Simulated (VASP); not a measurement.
# Hf4Br (F-43m) in VASP: further runs

The runs below take Hf4Br through single point, relaxation of cell and atoms, with PBE.

All numbers are computed with VASP 6.6.1; they aren't measurements. Logs are shortened: lines on timing, memory, paths and dates and some standing lists are left out, and cuts for length are marked.

## 1. The cell of the first run

It takes space group F-43m (No. 216, cubic). Conventional cell: a = 8.145 Å, b = 8.145 Å, c = 8.145 Å, α = 90.00°, β = 90.00°, γ = 90.00°. Within 3.5 Å of Hf (site symmetry 3m) lie 6 Hf at 2.62 to 3.14 Å and 3 Br at 3.41 Å. Br (site symmetry -43m) has 12 Hf at 3.41 Å within 4.5 Å.

## 2. Single point, PBE

INCAR reads:

```
PREC = Accurate
ENCUT = 520
EDIFF = 1E-6
ISMEAR = 0
SIGMA = 0.1
LREAL = False
LASPH = True
NELM = 100
ALGO = Normal
ISIF = 2
LWAVE = False
LCHARG = False
GGA = PE
NBANDS = 32
```

KPOINTS reads:

```
Automatic mesh
0
Gamma
  4 4 4
```

POSCAR reads:

```
Hf4Br
1.0
    0.0000000000      4.0724586400      4.0724586400
    4.0724586400      0.0000000000      4.0724586400
    4.0724586400      4.0724586400      0.0000000000
Hf Br
4 1
Direct
    0.3637677600      0.3637677600      0.3637677600
    0.3637677600      0.3637677600      0.9086967300
    0.3637677600      0.9086967300      0.3637677600
    0.9086967300      0.3637677600      0.3637677600
    0.7500000000      0.7500000000      0.7500000000
```

Potentials or basis: VASP PAW PBE potentials, release 64 (Hf_pv, Br).

Launch:

```sh
$ cat potpaw_PBE.64/Hf_pv/POTCAR potpaw_PBE.64/Br/POTCAR > POTCAR
$ mpirun -np 1 vasp_std > vasp.out
```

OUTCAR:

```text
PREC = Accurate
   ENCUT = 520
   EDIFF = 1E-6
   ISMEAR = 0
   LREAL = False
   LASPH = True
   NELM = 100
   ISIF = 2
   GGA = PE

 ion  position               nearest neighbor table
   1  0.364  0.364  0.364-   2 2.62   3 2.62   4 2.62   4 3.14   3 3.14   2 3.14
   2  0.364  0.364  0.909-   1 2.62   3 2.62   4 2.62   3 3.14   4 3.14   1 3.14
   3  0.364  0.909  0.364-   1 2.62   2 2.62   4 2.62   4 3.14   2 3.14   1 3.14
   4  0.909  0.364  0.364-   1 2.62   2 2.62   3 2.62   3 3.14   2 3.14   1 3.14
   5  0.750  0.750  0.750-

  LATTYP: Found a face centered cubic cell.
 ALAT       =     8.1449172800

  Lattice vectors:

 A1 = (   0.0000000000,   4.0724586400,   4.0724586400)
 A2 = (   4.0724586400,   0.0000000000,   4.0724586400)
 A3 = (   4.0724586400,   4.0724586400,   0.0000000000)

Analysis of symmetry for initial positions (statically):
=====================================================================
 Subroutine PRICEL returns:
 Original cell was already a primitive cell.

 Routine SETGRP: Setting up the symmetry group for a
 face centered cubic supercell.

 Subroutine GETGRP returns: Found 24 space group operations
 (whereof 24 operations were pure point group operations)
 out of a pool of 48 trial point group operations.

The static configuration has the point symmetry T_d .

Analysis of symmetry for dynamics (positions and initial velocities):
=====================================================================
 Subroutine PRICEL returns:
 Original cell was already a primitive cell.

 Routine SETGRP: Setting up the symmetry group for a
 face centered cubic supercell.

 Subroutine GETGRP returns: Found 24 space group operations
 (whereof 24 operations were pure point group operations)
 out of a pool of 48 trial point group operations.

The dynamic configuration has the point symmetry T_d .

 Subroutine INISYM returns: Found 24 space group operations
 (whereof 24 operations are pure point group operations),
 and found     1 'primitive' translations

----------------------------------------------------------------------------------------

                                     Primitive cell

  volume of cell :     135.0828

  direct lattice vectors                    reciprocal lattice vectors
     0.000000000  4.072458640  4.072458640    -0.122775955  0.122775955  0.122775955
     4.072458640  0.000000000  4.072458640     0.122775955 -0.122775955  0.122775955
     4.072458640  4.072458640  0.000000000     0.122775955  0.122775955 -0.122775955

  length of vectors
     5.759326241  5.759326241  5.759326241     0.212654193  0.212654193  0.212654193

  position of ions in fractional coordinates (direct lattice)
     0.363767760  0.363767760  0.363767760
     0.363767760  0.363767760  0.908696730
     0.363767760  0.908696730  0.363767760
     0.908696730  0.363767760  0.363767760
     0.750000000  0.750000000  0.750000000

  ion indices of the primitive-cell ions
   primitive index   ion index
                 1           1
                 2           2
                 3           3
                 4           4
                 5           5

----------------------------------------------------------------------------------------

 KPOINTS: Automatic mesh

Automatic generation of k-mesh.
 Grid dimensions read from file:
 generate k-points for:    4    4    4

 Generating k-lattice:

  Cartesian coordinates                     Fractional coordinates (reciprocal lattice)
    -0.030693989  0.030693989  0.030693989     0.250000000  0.000000000  0.000000000
     0.030693989 -0.030693989  0.030693989     0.000000000  0.250000000  0.000000000
     0.030693989  0.030693989 -0.030693989     0.000000000  0.000000000  0.250000000

  Length of vectors
     0.053163548  0.053163548  0.053163548

  Shift w.r.t. Gamma in fractional coordinates (k-lattice)
     0.000000000  0.000000000  0.000000000

 Subroutine IBZKPT returns following result:
 ===========================================

 Found      8 irreducible k-points:

 Following reciprocal coordinates:
            Coordinates               Weight
  0.000000  0.000000  0.000000      1.000000
  0.250000  0.000000  0.000000      8.000000
  0.500000  0.000000  0.000000      4.000000
  0.250000  0.250000  0.000000      6.000000
  0.500000  0.250000  0.000000     24.000000
 -0.250000  0.250000  0.000000     12.000000
  0.500000  0.500000  0.000000      3.000000
 -0.250000  0.500000  0.250000      6.000000
   k-points           NKPTS =      8   k-points in BZ     NKDIM =      8   number of bands    NBANDS=     32
   number of dos      NEDOS =    301   number of ions     NIONS =      5
   total plane-waves  NPLWV = 110592
   dimension x,y,z NGX =    48 NGY =   48 NGZ =   48
   dimension x,y,z NGXF=    96 NGYF=   96 NGZF=   96
   ions per type =               4   1
   NGX,Y,Z   is equivalent  to a cutoff of  13.86, 13.86, 13.86 a.u.
   NGXF,Y,Z  is equivalent  to a cutoff of  27.71, 27.71, 27.71 a.u.
 SYSTEM =  unknown system
   PREC   = accura    normal or accurate (medium, high low for compatibility)
   ISTART =      0    job   : 0-new  1-cont  2-samecut
   ICHARG =      2    charge: 1-file 2-atom 10-const
   ISPIN  =      1    spin polarized calculation?
   LNONCOLLINEAR =      F non collinear calculations
   LSORBIT =      F    spin-orbit coupling
   LASPH  =      T    aspherical Exc in radial PAW
   ENCUT  =  520.0 eV  38.22 Ry    6.18 a.u.  10.71 10.71 10.71*2*pi/ulx,y,z
   NELM   =    100;   NELMIN=  2; NELMDL= -5     # of ELM steps
   EDIFF  = 0.1E-05   stopping-criterion for ELM
   LREAL  =      F    real-space projection
   EDIFFG = 0.1E-04   stopping-criterion for IOM
   NSW    =      0    number of steps for IOM
   IBRION =     -1    ionic relax: 0-MD 1-quasi-New 2-CG
   NFREE  =      0    steps in history (QN), initial steepest desc. (CG)
   ISIF   =      2    stress and relaxation
   ISYM   =      2    0-nonsym 1-usesym 2-fastsym
   POTIM  = 0.5000    time-step for ionic-motion
   TEBEG  =    0.0;   TEEND  =   0.0 temperature during run
   PSTRESS=    0.0 pullay stress
   NELECT =      47.0000    total number of electrons
   NUPDOWN=      -1.0000    fix difference up-down
   EMIN   =  10.00;   EMAX   =-10.00  energy-range for DOS
   EFERMI =   0.00;   METHOD = LEGACY
   ISMEAR =     0;   SIGMA  =   0.10  broadening in eV -4-tet -1-fermi 0-gaus
   EFERMI_NEDOS =   21; number of points for ismear=-14 and -15
   IALGO  =     38    algorithm
   IMIX   =      4    mixing-type and parameters
     AMIX     =   0.40;   BMIX     =  1.00
     AMIX_MAG =   1.60;   BMIX_MAG =  1.00
  volume/ion in A,a.u.               =      27.02       182.32
  Fermi-wavevector in a.u.,A,eV,Ry     =   1.151439  2.175903 18.038750  1.325811
  Thomas-Fermi vector in A             =   2.288096
   LORBIT       =      0    0 simple, 1 ext, 2 COOP (PROOUT), +10 PAW based schemes
   GGA     = PE    functional components
   LHFCALC =     F    Hartree Fock is set to
   AEXX    =    0.0000 exact exchange contribution
   IVDW    =     0    specifies the selected vdW correction
   LEPSILON=     F    determine dielectric tensor
   LRPA    =     F    only Hartree local field effects (RPA)
 non-spin polarized calculation
 Gauss-broadening in eV      SIGMA  =   0.10
  energy-cutoff  :      520.00
  volume of cell :      135.08
 maximum number of plane-waves:      3695
 NGX is ok and might be reduce to    48
   NGX = 21   NGY = 21   NGZ = 21

 number of electron      47.0000000 magnetization

 Free energy of the ion-electron system (eV)
  ---------------------------------------------------
  ext. energy  EPLUGINS =         0.00000000
  ---------------------------------------------------
  free energy    TOTEN  =       -33.97651452 eV

  energy without entropy =      -33.90618910  energy(sigma->0) =      -33.94135181

 E-fermi :   3.5072     XC(G=0):  -9.8583

 val. band max:        3.5065965002   @ k =   0.5000   0.2500   0.0000
 cond. band min:       3.5112838242   @ k =   0.5000   0.5000   0.0000
 fundamental gap:      0.0046873240
 Fermi energy:         3.5071777340

 k-point     1 :       0.0000    0.0000    0.0000
  band No.  band energies     occupation
      1     -28.2060      2.00000
      2     -27.4284      2.00000
      3     -27.4284      2.00000
      4     -27.4284      2.00000
      5     -27.1832      2.00000
      6     -27.1832      2.00000
[... 24 lines left out ...]
     31       7.2424      0.00000
     32       7.2424      0.00000

 k-point     2 :       0.2500    0.0000    0.0000
  band No.  band energies     occupation
      1     -28.1167      2.00000
      2     -27.3980      2.00000
      3     -27.3882      2.00000
      4     -27.3882      2.00000
      5     -27.1583      2.00000
      6     -27.1583      2.00000
[... 24 lines left out ...]
     31       6.8015      0.00000
     32       6.8015      0.00000

 k-point     3 :       0.5000    0.0000    0.0000
  band No.  band energies     occupation
      1     -28.0221      2.00000
      2     -27.3525      2.00000
      3     -27.3525      2.00000
      4     -27.3447      2.00000
      5     -27.1140      2.00000
      6     -27.1140      2.00000
[... 24 lines left out ...]
     31       6.0831      0.00000
     32       6.0831      0.00000

 k-point     4 :       0.2500    0.2500    0.0000
  band No.  band energies     occupation
      1     -28.0819      2.00000
      2     -27.4287      2.00000
      3     -27.3518      2.00000
      4     -27.3518      2.00000
      5     -27.1800      2.00000
      6     -27.1303      2.00000
[... 24 lines left out ...]
     31       6.4105      0.00000
     32       6.8133      0.00000

 k-point     5 :       0.5000    0.2500    0.0000
  band No.  band energies     occupation
      1     -27.9752      2.00000
      2     -27.3930      2.00000
      3     -27.3105      2.00000
      4     -27.3042      2.00000
      5     -27.1533      2.00000
      6     -27.0978      2.00000
[... 24 lines left out ...]
     31       5.7795      0.00000
     32       6.1462      0.00000

 k-point     6 :      -0.2500    0.2500    0.0000
  band No.  band energies     occupation
      1     -28.0138      2.00000
      2     -27.3727      2.00000
      3     -27.3447      2.00000
      4     -27.3356      2.00000
      5     -27.1456      2.00000
      6     -27.1241      2.00000
[... 24 lines left out ...]
     31       6.2412      0.00000
     32       6.5670      0.00000

 k-point     7 :       0.5000    0.5000    0.0000
  band No.  band energies     occupation
      1     -27.9330      2.00000
      2     -27.4318      2.00000
      3     -27.2577      2.00000
      4     -27.2577      2.00000
      5     -27.1687      2.00000
      6     -27.0649      2.00000
[... 24 lines left out ...]
     31       5.4043      0.00000
     32       5.6374      0.00000

 k-point     8 :      -0.2500    0.5000    0.2500
  band No.  band energies     occupation
      1     -27.9299      2.00000
      2     -27.3724      2.00000
      3     -27.3333      2.00000
      4     -27.2591      2.00000
      5     -27.1591      2.00000
      6     -27.0948      2.00000
[... 24 lines left out ...]
     31       5.5534      0.00000
     32       6.0218      0.00000

------------------------ aborting loop because EDIFF is reached ----------------------------------------

  FORCE on cell =-STRESS in cart. coord.  units (eV):
  Direction    XX          YY          ZZ          XY          YZ          ZX
  --------------------------------------------------------------------------------------
  -------------------------------------------------------------------------------------
  Total        6.7114876      6.7114876      6.7114876      0.0000000      0.0000000      0.0000000
  in kB       79.6029807     79.6029807     79.6029807      0.0000000      0.0000000      0.0000000
  external PRESSURE =      79.6029807 kB  Pullay stress =       0.0000000 kB

 VOLUME and BASIS-vectors are now :
 -----------------------------------------------------------------------------
  energy-cutoff  :      520.00
  volume of cell :      135.08
      direct lattice vectors                 reciprocal lattice vectors
     0.000000000  4.072458640  4.072458640    -0.122775955  0.122775955  0.122775955
     4.072458640  0.000000000  4.072458640     0.122775955 -0.122775955  0.122775955
     4.072458640  4.072458640  0.000000000     0.122775955  0.122775955 -0.122775955

 POSITION                                       TOTAL-FORCE (eV/Angst)
 -----------------------------------------------------------------------------------
      2.96286      2.96286      2.96286         2.205737      2.205737      2.205737
      5.18206      5.18206      2.96286        -2.205737     -2.205737      2.205737
      5.18206      2.96286      5.18206        -2.205737      2.205737     -2.205737
      2.96286      5.18206      5.18206         2.205737     -2.205737     -2.205737
      6.10869      6.10869      6.10869        -0.000000     -0.000000      0.000000
 -----------------------------------------------------------------------------------
    total drift:                               -0.000027     -0.000027     -0.000027

  FREE ENERGIE OF THE ION-ELECTRON SYSTEM (eV)
  ---------------------------------------------------
  free  energy   TOTEN  =       -33.9765145230 eV

  energy  without entropy=      -33.9061891023  energy(sigma->0) =      -33.94135181
```

Run time: 1.9 min. Hardware: 1 thread of AMD EPYC, shared host; peak memory 0.28 GiB.

Results:

- Free energy: -33.9765 eV
- Pressure: 8.0 GPa
- Largest force: 3.820 eV/Å

Forces on the atoms (eV/Å):
```
Hf   2.206  2.206  2.206
Hf  -2.206 -2.206  2.206
Hf  -2.206  2.206 -2.206
Hf   2.206 -2.206 -2.206
Br   0.000  0.000  0.000
```

Caveat: spin-orbit coupling is left out, which moves the levels of the heavy elements; an odd number of electrons without spin polarisation forces a metal; a magnetic or distorted state may lie lower.

## 3. Single point, PBE

This run uses another cell than the first one, of 29.58 Å³/atom, 1.095 times its volume.

INCAR reads:

```
SYSTEM = Hf4Br
PREC = Accurate ; ENCUT = 520
EDIFF = 1E-6 ; ISMEAR = 0
SIGMA = 0.1 ; LREAL = .FALSE.
LASPH = .TRUE. ; NELM = 80
ALGO = Normal ; ISIF = 2
LWAVE = .FALSE. ; LCHARG = .FALSE.
GGA = PE ; NBANDS = 32
```

KPOINTS reads:

```
Automatic mesh
0
G
  4 4 4
  0 0 0
```

POSCAR reads:

```
Hf4Br
1.0
    0.0000000000      4.1974064844      4.1974064844
    4.1974064844      0.0000000000      4.1974064844
    4.1974064844      4.1974064844      0.0000000000
Hf Br
4 1
Direct
    0.3737667839      0.3737667839      0.3737667839
    0.3737667839      0.3737667839      0.8786996483
    0.3737667839      0.8786996483      0.3737667839
    0.8786996483      0.3737667839      0.3737667839
    0.7500000000      0.7500000000      0.7500000000
```

Potentials or basis: VASP PAW PBE potentials, release 64 (Hf_pv, Br).

Launch:

```sh
$ cat potpaw_PBE.64/Hf_pv/POTCAR potpaw_PBE.64/Br/POTCAR > POTCAR
$ mpirun -np 1 vasp_std > vasp.out
```

Wall time 1.9 min (1 thread of AMD EPYC, shared host); peak memory 0.29 GiB.

Results (log left out):

* Free energy: -35.2164 eV
* Pressure: -0.1 GPa
* Largest force: 0.003 eV/Å

Forces in eV/Å, atoms in the order of the input:
```
Hf  -0.002 -0.002 -0.002
Hf   0.002  0.002 -0.002
Hf   0.002 -0.002  0.002
Hf  -0.002  0.002  0.002
Br   0.000  0.000  0.000
```

Levels at points of the mesh, in eV from the Fermi level:
| k point | band 19 | band 20 | band 21 | band 22 | band 23 | band 24 | band 25 | band 26 | band 27 | band 28 |
| --- | --- | --- | --- | --- | --- | --- | --- | --- | --- | --- |
| (0.00, 0.00, 0.00) | -2.30 | -2.30 | -2.27 | -0.51 | -0.51 | -0.01 | -0.01 | -0.01 | 2.55 | 3.32 |
| (0.50, 0.00, 0.00) | -1.64 | -1.64 | -1.18 | -0.40 | 0.02 | 0.02 | 0.29 | 0.75 | 0.75 | 0.90 |
| (0.50, 0.50, 0.00) | -0.68 | -0.59 | -0.59 | -0.56 | -0.26 | 0.09 | 0.40 | 0.48 | 0.48 | 0.92 |

Caveat: spin-orbit coupling is left out, which moves the levels of the heavy elements; an odd number of electrons without spin polarisation forces a metal; a magnetic or distorted state may lie lower.

## 4. Single point, PBE

This run uses another cell than the first one, of 29.58 Å³/atom, 1.095 times its volume.

INCAR reads:

```
ALGO = Normal ; EDIFF = 1E-6
ENCUT = 520 ; GGA = PE
ISIF = 2 ; ISMEAR = 0
LASPH = True ; LCHARG = False
LREAL = False ; LWAVE = False
NBANDS = 32 ; NELM = 80
PREC = Accurate ; SIGMA = 0.1
```

KPOINTS reads:

```
k-points
0
Gamma
  8 8 8
```

POSCAR reads:

```
Hf4Br
1.0
    0.0000000000      4.1974064844      4.1974064844
    4.1974064844      0.0000000000      4.1974064844
    4.1974064844      4.1974064844      0.0000000000
Hf Br
4 1
Direct
    0.6262332161      0.1213003517      0.6262332161
    0.6262332161      0.6262332161      0.6262332161
    0.1213003517      0.6262332161      0.6262332161
    0.6262332161      0.6262332161      0.1213003517
    0.2500000000      0.2500000000      0.2500000000
```

Launch:

```sh
$ cat potpaw_PBE.64/Hf_pv/POTCAR potpaw_PBE.64/Br/POTCAR > POTCAR
$ mpirun -np 1 vasp_std > vasp.out
```

It took 6.2 min on 1 thread of AMD EPYC, shared host; peak memory 0.35 GiB.

The run converged. Its results:

| Quantity | Value |
| --- | --- |
| Free energy | -35.2155 eV |
| Pressure | -0.2 GPa |
| Largest force | 0.013 eV/Å |

Forces in eV/Å, atoms in the order of the input:
```
Hf  -0.008  0.008 -0.008
Hf   0.008  0.008  0.008
Hf   0.008 -0.008 -0.008
Hf  -0.008 -0.008  0.008
Br   0.000  0.000  0.000
```

Levels at points of the mesh, in eV from the Fermi level:
| k point | band 21 | band 22 | band 23 | band 24 | band 25 | band 26 |
| --- | --- | --- | --- | --- | --- | --- |
| (0.00, 0.00, 0.00) | -2.27 | -0.50 | -0.50 | 0.01 | 0.01 | 0.01 |
| (0.50, 0.00, 0.00) | -1.17 | -0.39 | 0.03 | 0.03 | 0.30 | 0.76 |
| (0.50, 0.50, 0.00) | -0.58 | -0.56 | -0.25 | 0.09 | 0.41 | 0.49 |

Caveat: spin-orbit coupling is left out, which moves the levels of the heavy elements; an odd number of electrons without spin polarisation forces a metal; a magnetic or distorted state may lie lower.

(Continued in part 2 of 2.)
